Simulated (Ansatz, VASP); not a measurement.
**One calculation of Ir, two programs**

```
Ir
1.0
     2.75138    0.00000    0.00000
    -1.37569    2.38276    0.00000
     0.00000    0.00000    4.46229
Ir
2
Direct
  0.33333 0.66667 0.25000
  0.66667 0.33333 0.75000
```

Alike in both runs: task single point; functional PBE0; k mesh 5 × 5 × 3; occupations fermi-dirac, width 0.05 eV; non-collinear spin, spin-orbit coupling.

|  | VASP | Ansatz |
| --- | --- | --- |
| version | VASP 6.6.1 | Ansatz 0.2.0 |
| potentials or method | VASP PAW PBE potentials, release 64 (Ir) | Ansatz PAW |
| plane-wave cutoff (eV) | 520 | 420 |
| valence electrons in the cell | 18 | 34 |

Ansatz gave:

| Property | Result |
| --- | --- |
| pressure (GPa) | -11.5 |
| traceless stress, the component that is largest in VASP (GPa) | 4.58 |
| net moment per atom (μB) | 0.00 |

Problem. Which values does VASP return?

Solution. Pressure (GPa): -8.5; traceless stress, the component that is largest in VASP (GPa): 4.82; net moment per atom (μB): 0.00.

With one functional, cell and mesh, what is left measures potentials, basis and numerics. VASP's potentials hold 18 valence electrons a cell and Ansatz's 34, so a difference there can come from the potentials and not from the codes.

The k mesh is coarse, so the values compare programs but aren't converged.
